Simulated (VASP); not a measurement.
# Cu (Im-3m) in VASP: further runs

Cu is run at these levels: r2SCAN; tasks: single point.

Program: VASP 6.6.1. These are calculated values, not measurements. Logs are shortened: lines on timing, memory, paths and dates and some standing lists are left out, and cuts for length are marked.

## (1) The cell of the first run

It takes space group Im-3m (No. 229, cubic). The conventional cell has a = 2.916 Å, b = 2.916 Å, c = 2.916 Å, α = 90.00°, β = 90.00°, γ = 90.00°. Within 3.3 Å of Cu (site symmetry m-3m) lie 14 Cu at 2.53 to 2.92 Å.

## (2) Single point, r2SCAN (volume scaled by 1.08)

POSCAR reads:

```
Cu
1.0
   -1.4578577183      1.4578577183      1.4578577183
    1.4578577183     -1.4578577183      1.4578577183
    1.4578577183      1.4578577183     -1.4578577183
Cu
1
Direct
    0.0000000000      0.0000000000      0.0000000000
```

INCAR.step1 reads:

```
  ALGO = Normal
  EDIFF = 1E-4
  ENCUT = 520
  GGA = PE
  ISMEAR = -1
  LASPH = True
  LCHARG = False
  LREAL = False
  LWAVE = True
  NBANDS = 12
  NELM = 60
  PREC = Accurate
  SIGMA = 0.1
```

INCAR.step2 reads:

```
  ALGO = Normal
  EDIFF = 1E-6
  ENCUT = 520
  ISIF = 2
  ISMEAR = -1
  ISTART = 1
  LASPH = True
  LCHARG = False
  LMIXTAU = True
  LREAL = False
  LWAVE = False
  METAGGA = R2SCAN
  NBANDS = 12
  NELM = 60
  PREC = Accurate
  SIGMA = 0.1
```

KPOINTS reads:

```
k-points
0
Gamma
  17 17 17
```

Potentials or basis: VASP PAW PBE potentials, release 64 (Cu).

The run is started by

```console
$ cat potpaw_PBE.64/Cu/POTCAR > POTCAR
$ cp INCAR.step1 INCAR
$ mpirun -np 1 vasp_std > vasp.out
$ cp INCAR.step2 INCAR
$ mpirun -np 1 vasp_std > vasp.out
```

OUTCAR:

```text
EDIFF = 1E-6
   ENCUT = 520
   ISIF = 2
   ISMEAR = -1
   ISTART = 1
   LASPH = True
   LREAL = False
   METAGGA = R2SCAN
   NELM = 60
   PREC = Accurate

 ion  position               nearest neighbor table
   1  0.000  0.000  0.000-

  LATTYP: Found a body centered cubic cell.
 ALAT       =     2.9157154366

  Lattice vectors:

 A1 = (  -1.4578577183,   1.4578577183,   1.4578577183)
 A2 = (   1.4578577183,  -1.4578577183,   1.4578577183)
 A3 = (   1.4578577183,   1.4578577183,  -1.4578577183)

Analysis of symmetry for initial positions (statically):
=====================================================================
 Subroutine PRICEL returns:
 Original cell was already a primitive cell.

 Routine SETGRP: Setting up the symmetry group for a
 body centered cubic supercell.

 Subroutine GETGRP returns: Found 48 space group operations
 (whereof 48 operations were pure point group operations)
 out of a pool of 48 trial point group operations.

The static configuration has the point symmetry O_h .

Analysis of symmetry for dynamics (positions and initial velocities):
=====================================================================
 Subroutine PRICEL returns:
 Original cell was already a primitive cell.

 Routine SETGRP: Setting up the symmetry group for a
 body centered cubic supercell.

 Subroutine GETGRP returns: Found 48 space group operations
 (whereof 48 operations were pure point group operations)
 out of a pool of 48 trial point group operations.

The dynamic configuration has the point symmetry O_h .

 Subroutine INISYM returns: Found 48 space group operations
 (whereof 48 operations are pure point group operations),
 and found     1 'primitive' translations

----------------------------------------------------------------------------------------

                                     Primitive cell

  volume of cell :      12.3938

  direct lattice vectors                    reciprocal lattice vectors
    -1.457857718  1.457857718  1.457857718     0.000000000  0.342968997  0.342968997
     1.457857718 -1.457857718  1.457857718     0.342968997  0.000000000  0.342968997
     1.457857718  1.457857718 -1.457857718     0.342968997  0.342968997  0.000000000

  length of vectors
     2.525083638  2.525083638  2.525083638     0.485031408  0.485031408  0.485031408

  position of ions in fractional coordinates (direct lattice)
     0.000000000  0.000000000  0.000000000

  ion indices of the primitive-cell ions
   primitive index   ion index
                 1           1

----------------------------------------------------------------------------------------

 KPOINTS: k-points

Automatic generation of k-mesh.
 Grid dimensions read from file:
 generate k-points for:   17   17   17

 Generating k-lattice:

  Cartesian coordinates                     Fractional coordinates (reciprocal lattice)
     0.000000000  0.020174647  0.020174647     0.058823529  0.000000000  0.000000000
     0.020174647  0.000000000  0.020174647     0.000000000  0.058823529  0.000000000
     0.020174647  0.020174647  0.000000000     0.000000000  0.000000000  0.058823529

  Length of vectors
     0.028531259  0.028531259  0.028531259

  Shift w.r.t. Gamma in fractional coordinates (k-lattice)
     0.000000000  0.000000000  0.000000000

 Subroutine IBZKPT returns following result:
 ===========================================

 Found    165 irreducible k-points:

 Following reciprocal coordinates:
            Coordinates               Weight
  0.000000  0.000000  0.000000      1.000000
  0.058824  0.000000  0.000000     12.000000
  0.117647  0.000000  0.000000     12.000000
  0.176471  0.000000  0.000000     12.000000
  0.235294  0.000000  0.000000     12.000000
  0.294118  0.000000  0.000000     12.000000
[... 16 lines left out ...]
  0.411765  0.117647  0.000000     48.000000
  0.176471  0.176471  0.000000     24.000000
 [... further k-points ...]
   k-points           NKPTS =    165   k-points in BZ     NKDIM =    165   number of bands    NBANDS=     12
   number of dos      NEDOS =    301   number of ions     NIONS =      1
   total plane-waves  NPLWV =   8000
   dimension x,y,z NGX =    20 NGY =   20 NGZ =   20
   dimension x,y,z NGXF=    40 NGYF=   40 NGZF=   40
   ions per type =               1
   NGX,Y,Z   is equivalent  to a cutoff of  13.17, 13.17, 13.17 a.u.
   NGXF,Y,Z  is equivalent  to a cutoff of  26.34, 26.34, 26.34 a.u.
 SYSTEM =  unknown system
   PREC   = accura    normal or accurate (medium, high low for compatibility)
   ISTART =      1    job   : 0-new  1-cont  2-samecut
   ICHARG =      0    charge: 1-file 2-atom 10-const
   ISPIN  =      1    spin polarized calculation?
   LNONCOLLINEAR =      F non collinear calculations
   LSORBIT =      F    spin-orbit coupling
   LASPH  =      T    aspherical Exc in radial PAW
   ENCUT  =  520.0 eV  38.22 Ry    6.18 a.u.   4.69  4.69  4.69*2*pi/ulx,y,z
   NELM   =     60;   NELMIN=  2; NELMDL=  0     # of ELM steps
   EDIFF  = 0.1E-05   stopping-criterion for ELM
   LREAL  =      F    real-space projection
   EDIFFG = 0.1E-04   stopping-criterion for IOM
   NSW    =      0    number of steps for IOM
   IBRION =     -1    ionic relax: 0-MD 1-quasi-New 2-CG
   NFREE  =      0    steps in history (QN), initial steepest desc. (CG)
   ISIF   =      2    stress and relaxation
   ISYM   =      2    0-nonsym 1-usesym 2-fastsym
   POTIM  = 0.5000    time-step for ionic-motion
   TEBEG  =    0.0;   TEEND  =   0.0 temperature during run
   PSTRESS=    0.0 pullay stress
   NELECT =      11.0000    total number of electrons
   NUPDOWN=      -1.0000    fix difference up-down
   EMIN   =  10.00;   EMAX   =-10.00  energy-range for DOS
   EFERMI =   0.00;   METHOD = LEGACY
   ISMEAR =    -1;   SIGMA  =   0.10  broadening in eV -4-tet -1-fermi 0-gaus
   EFERMI_NEDOS =   21; number of points for ismear=-14 and -15
   IALGO  =     38    algorithm
   IMIX   =      4    mixing-type and parameters
     AMIX     =   0.40;   BMIX     =  1.00
     AMIX_MAG =   1.60;   BMIX_MAG =  1.00
  volume/ion in A,a.u.               =      12.39        83.64
  Fermi-wavevector in a.u.,A,eV,Ry     =   1.573272  2.973054 33.676950  2.475186
  Thomas-Fermi vector in A             =   2.674582
   LORBIT       =      0    0 simple, 1 ext, 2 COOP (PROOUT), +10 PAW based schemes
   METAGGA = R2SCAN    functional components
   LHFCALC =     F    Hartree Fock is set to
   AEXX    =    0.0000 exact exchange contribution
   IVDW    =     0    specifies the selected vdW correction
   LEPSILON=     F    determine dielectric tensor
   LRPA    =     F    only Hartree local field effects (RPA)
 non-spin polarized calculation
  energy-cutoff  :      520.00
  volume of cell :       12.39
 maximum number of plane-waves:       358
   NGX =  9   NGY =  9   NGZ =  9

 number of electron      11.0000012 magnetization

 Free energy of the ion-electron system (eV)
  ---------------------------------------------------
  ext. energy  EPLUGINS =         0.00000000
  ---------------------------------------------------
  free energy    TOTEN  =       -10.77158640 eV

  energy without entropy =      -10.76265134  energy(sigma->0) =      -10.76711887

 E-fermi :   6.7974     XC(G=0): -13.4266

 val. band max:        6.7942952844   @ k =  -0.3529   0.4706   0.0588
 cond. band min:       6.8597130632   @ k =  -0.2941   0.4118   0.1765
 fundamental gap:      0.0654177788
 Fermi energy:         6.7974305863

 k-point     1 :       0.0000    0.0000    0.0000
  band No.  band energies     occupation
      1      -2.4676      2.00000
      2       3.7607      2.00000
      3       3.7609      2.00000
      4       3.7609      2.00000
      5       4.7001      2.00000
      6       4.7001      2.00000
      7      32.3796      0.00000
      8      32.3797      0.00000
      9      32.3797      0.00000
     10      35.4890      0.00000
     11      35.4891      0.00000
     12      35.4891      0.00000

 k-point     2 :       0.0588    0.0000    0.0000
  band No.  band energies     occupation
      1      -2.3336      2.00000
      2       3.7372      2.00000
      3       3.7598      2.00000
      4       3.8092      2.00000
      5       4.6771      2.00000
      6       4.7018      2.00000
      7      30.7805      0.00000
      8      31.9678      0.00000
      9      31.9905      0.00000
     10      33.9041      0.00000
     11      34.1486      0.00000
     12      34.4782      0.00000

 k-point     3 :       0.1176    0.0000    0.0000
  band No.  band energies     occupation
      1      -1.9364      2.00000
      2       3.6698      2.00000
      3       3.7511      2.00000
      4       3.9500      2.00000
      5       4.6221      2.00000
      6       4.7074      2.00000
      7      27.6997      0.00000
      8      30.6726      0.00000
      9      31.2011      0.00000
     10      31.9251      0.00000
     11      33.1933      0.00000
     12      34.4308      0.00000

 k-point     4 :       0.1765    0.0000    0.0000
  band No.  band energies     occupation
      1      -1.2934      2.00000
      2       3.5685      2.00000
      3       3.7247      2.00000
      4       4.1702      2.00000
      5       4.5706      2.00000
      6       4.7177      2.00000
      7      24.4469      0.00000
      8      29.1445      0.00000
      9      30.0842      0.00000
     10      30.3987      0.00000
     11      32.4798      0.00000
     12      35.1079      0.00000

 k-point     5 :       0.2353    0.0000    0.0000
  band No.  band energies     occupation
      1      -0.4456      2.00000
      2       3.4478      2.00000
      3       3.6981      2.00000
      4       4.4469      2.00000
      5       4.5551      2.00000
      6       4.7330      2.00000
      7      21.2793      0.00000
      8      27.7432      0.00000
      9      28.4380      0.00000
     10      29.7087      0.00000
     11      31.9547      0.00000
     12      36.1869      0.00000
[... 228 lines left out ...]
      1       1.6108      2.00000
      2       3.2317      2.00000
      3       3.7448      2.00000
      4       4.5817      2.00000
      5       4.8402      2.00000
      6       5.5749      1.99999
      7      15.8246      0.00000
      8      21.7226      0.00000
      9      25.3856      0.00000
     10      30.6953      0.00000
     11      34.8028      0.00000
     12      36.8156      0.00000

 k-point    22 :       0.3529    0.1176    0.0000
  band No.  band energies     occupation
      1       2.0020      2.00000
      2       3.1575      2.00000
      3       4.1092      2.00000
      4       4.6350      2.00000
      5       4.9246      2.00000
      6       6.3545      1.97644
      7      13.3765      0.00000
      8      21.1544      0.00000
      9      24.7619      0.00000
     10      30.4280      0.00000
     11      34.6666      0.00000
     12      37.9464      0.00000

 k-point    23 :       0.4118    0.1176    0.0000
  band No.  band energies     occupation
      1       2.1122      2.00000
      2       3.1192      2.00000
      3       4.3290      2.00000
      4       4.6508      2.00000
      5       5.0266      2.00000
      6       7.3184      0.01087
      7      11.5847      0.00000
      8      20.8618      0.00000
      9      24.4424      0.00000
     10      30.2944      0.00000
     11      34.5838      0.00000
     12      38.9066      0.00000

 k-point    24 :       0.1765    0.1765    0.0000
  band No.  band energies     occupation
      1       0.7585      2.00000
      2       3.3928      2.00000
      3       3.4374      2.00000
      4       4.4977      2.00000
      5       4.7959      2.00000
      6       5.0950      2.00000
      7      20.2555      0.00000
      8      20.7065      0.00000
      9      26.3187      0.00000
     10      31.8533      0.00000
     11      34.2069      0.00000
     12      37.9383      0.00000

 [... further k-points ...]

------------------------ aborting loop because EDIFF is reached ----------------------------------------

  FORCE on cell =-STRESS in cart. coord.  units (eV):
  Direction    XX          YY          ZZ          XY          YZ          ZX
  --------------------------------------------------------------------------------------
  -------------------------------------------------------------------------------------
  Total       -0.7449602     -0.7449602     -0.7449602     -0.0000000      0.0000000     -0.0000000
  in kB      -96.3026525    -96.3026525    -96.3026525     -0.0000000      0.0000000     -0.0000000
  external PRESSURE =     -96.3026525 kB  Pullay stress =       0.0000000 kB

 VOLUME and BASIS-vectors are now :
 -----------------------------------------------------------------------------
  energy-cutoff  :      520.00
  volume of cell :       12.39
      direct lattice vectors                 reciprocal lattice vectors
    -1.457857718  1.457857718  1.457857718     0.000000000  0.342968997  0.342968997
     1.457857718 -1.457857718  1.457857718     0.342968997  0.000000000  0.342968997
     1.457857718  1.457857718 -1.457857718     0.342968997  0.342968997  0.000000000

 POSITION                                       TOTAL-FORCE (eV/Angst)
 -----------------------------------------------------------------------------------
      0.00000      0.00000      0.00000        -0.000000      0.000000     -0.000000
 -----------------------------------------------------------------------------------
    total drift:                                0.000000     -0.000000      0.000000

  FREE ENERGIE OF THE ION-ELECTRON SYSTEM (eV)
  ---------------------------------------------------
  free  energy   TOTEN  =       -10.7715863968 eV

  energy  without entropy=      -10.7626513397  energy(sigma->0) =      -10.76711887
```

Wall time 52 s (1 thread of Intel Xeon Platinum 8488C (Sapphire Rapids), shared host); peak memory 0.14 GiB.

What came out:

```
Free energy : -10.7716 eV
Pressure    : -9.6 GPa
```

Levels at points of the mesh, in eV from the Fermi level:
```tsv
k point	band 2	band 3	band 4	band 5	band 6	band 7	band 8	band 9	band 10	band 11
(0.00, 0.00, 0.00)	-3.04	-3.04	-3.04	-2.10	-2.10	25.58	25.58	25.58	28.69	28.69
```

Caveat: the PAW data sets were made with another functional, which shifts forces and pressure a little.

## (3) Single point, r2SCAN (volume scaled by 1.12)

POSCAR reads:

```
Cu
1.0
   -1.4756382233      1.4756382233      1.4756382233
    1.4756382233     -1.4756382233      1.4756382233
    1.4756382233      1.4756382233     -1.4756382233
Cu
1
Direct
    0.0000000000      0.0000000000      0.0000000000
```

INCAR.step1 reads:

```
PREC = Accurate ; ENCUT = 520
ISMEAR = -1 ; SIGMA = 0.1
LREAL = False ; LASPH = True
NELM = 100 ; NBANDS = 12
GGA = PE ; ALGO = Normal
EDIFF = 1E-4 ; LWAVE = True
LCHARG = False
```

INCAR.step2 reads:

```
PREC = Accurate ; ENCUT = 520
EDIFF = 1E-7 ; ISMEAR = -1
SIGMA = 0.1 ; LREAL = False
LASPH = True ; NELM = 100
ALGO = Normal ; ISIF = 2
LWAVE = False ; LCHARG = False
METAGGA = R2SCAN ; LMIXTAU = True
NBANDS = 12 ; ISTART = 1
```

KPOINTS reads:

```
Automatic mesh
0
Gamma
  17 17 17
```

Potentials or basis: VASP PAW PBE potentials, release 64 (Cu).

The run is started by

```console
$ cat potpaw_PBE.64/Cu/POTCAR > POTCAR
$ cp INCAR.step1 INCAR
$ mpirun -np 1 vasp_std > vasp.out
$ cp INCAR.step2 INCAR
$ mpirun -np 1 vasp_std > vasp.out
```

OUTCAR:

```text
PREC = Accurate
   ENCUT = 520
   EDIFF = 1E-7
   ISMEAR = -1
   LREAL = False
   LASPH = True
   NELM = 100
   ISIF = 2
   METAGGA = R2SCAN
   ISTART = 1

 ion  position               nearest neighbor table
   1  0.000  0.000  0.000-

  LATTYP: Found a body centered cubic cell.
 ALAT       =     2.9512764466

  Lattice vectors:

 A1 = (  -1.4756382233,   1.4756382233,   1.4756382233)
 A2 = (   1.4756382233,  -1.4756382233,   1.4756382233)
[... 536 lines left out ...]
     10      30.9787      0.00000
     11      33.1570      0.00000
     12      36.8472      0.00000

 [... further k-points ...]

------------------------ aborting loop because EDIFF is reached ----------------------------------------

  FORCE on cell =-STRESS in cart. coord.  units (eV):
  Direction    XX          YY          ZZ          XY          YZ          ZX
  --------------------------------------------------------------------------------------
  -------------------------------------------------------------------------------------
  Total       -1.0525732     -1.0525732     -1.0525732      0.0000000     -0.0000000     -0.0000000
  in kB     -131.2088789   -131.2088789   -131.2088789      0.0000000     -0.0000000     -0.0000000
  external PRESSURE =    -131.2088789 kB  Pullay stress =       0.0000000 kB

 VOLUME and BASIS-vectors are now :
 -----------------------------------------------------------------------------
  energy-cutoff  :      520.00
  volume of cell :       12.85
      direct lattice vectors                 reciprocal lattice vectors
    -1.475638223  1.475638223  1.475638223     0.000000000  0.338836438  0.338836438
     1.475638223 -1.475638223  1.475638223     0.338836438  0.000000000  0.338836438
     1.475638223  1.475638223 -1.475638223     0.338836438  0.338836438  0.000000000

 POSITION                                       TOTAL-FORCE (eV/Angst)
 -----------------------------------------------------------------------------------
      0.00000      0.00000      0.00000         0.000000     -0.000000      0.000000
 -----------------------------------------------------------------------------------
    total drift:                                0.000000     -0.000000      0.000000

  FREE ENERGIE OF THE ION-ELECTRON SYSTEM (eV)
  ---------------------------------------------------
  free  energy   TOTEN  =       -10.7391610551 eV

  energy  without entropy=      -10.7298993603  energy(sigma->0) =      -10.73453021
```

OSZICAR.step1:

```text
N       E                     dE             d eps       ncg     rms          rms(c)
DAV:   1     0.453279888078E+02    0.45328E+02   -0.54189E+03  4264   0.149E+03
DAV:   2    -0.306504951214E+01   -0.48393E+02   -0.44675E+02  4084   0.205E+02
DAV:   3    -0.452530562956E+01   -0.14603E+01   -0.14479E+01  4596   0.411E+01
DAV:   4    -0.453484353879E+01   -0.95379E-02   -0.95360E-02  4484   0.297E+00
DAV:   5    -0.453494044183E+01   -0.96903E-04   -0.96901E-04  4692   0.303E-01    0.746E+00
DAV:   6    -0.411202478747E+01    0.42292E+00   -0.14946E+01  4596   0.718E+01    0.432E+00
DAV:   7    -0.369079678443E+01    0.42123E+00   -0.25238E+00  4660   0.298E+01    0.505E-01
DAV:   8    -0.368261478529E+01    0.81820E-02   -0.60639E-03  4920   0.137E+00    0.336E-01
DAV:   9    -0.368066755089E+01    0.19472E-02   -0.13123E-02  4724   0.196E+00    0.409E-02
DAV:  10    -0.368065644409E+01    0.11107E-04   -0.83884E-05  2464   0.169E-01
   1 F= -.36806564E+01 E0= -.36758016E+01  d E =-.970960E-02
```

It took 54 s on 1 thread of Intel Xeon Platinum 8488C (Sapphire Rapids), shared host; peak memory 0.15 GiB.

Results:

```
Free energy : -10.7392 eV
Pressure    : -13.1 GPa
```

Caveat: the PAW data sets were made with another functional, which shifts forces and pressure a little.
